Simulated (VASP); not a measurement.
# W: single point with RPBE+D3(BJ)

Crystal: W.

```
W
1.0
     2.40933    0.00000    0.00000
     0.00000    2.40933    0.00000
     0.00000    0.00000    2.40933
W
1
Direct
  0.00000 0.00000 0.00000
```

```yaml
Program: VASP 6.6.1
Task: single point
Functional: RPBE
Dispersion: D3(BJ)
Potentials_or_basis: VASP PAW PBE potentials, release 64 (W_sv)
Cutoff: 500 eV
k_mesh: 9 × 9 × 9
Occupations: fermi-dirac, width 0.1 eV
Spin: no spin polarisation
```

| Quantity | Value |
| --- | --- |
| Pressure | 43.3 GPa |
| Band gap on the k mesh | zero (band 7 reaches 15.59 eV, above the bottom of band 8 at 12.91 eV) |
| Dispersion energy per atom | -5.310 eV |

Levels at points of the mesh, in eV from the Fermi level:
```
           k point  band 4  band 5  band 6  band 7  band 8  band 9  band 10  band 11
(0.00, 0.00, 0.00)  -37.13   -9.94   -6.04   -6.04    6.70    6.70     6.70    17.22
```

Run time: 2.3 s on 1 thread of Intel(R) Xeon(R) 6975P-C (Granite Rapids), on a shared host, peak memory 0.12 GiB.

Caveat: the PAW data sets were made with another functional, which shifts forces and pressure a little; spin-orbit coupling is left out, which moves the levels of the heavy elements; pairwise dispersion overbinds metals, which lowers pressure and volume.
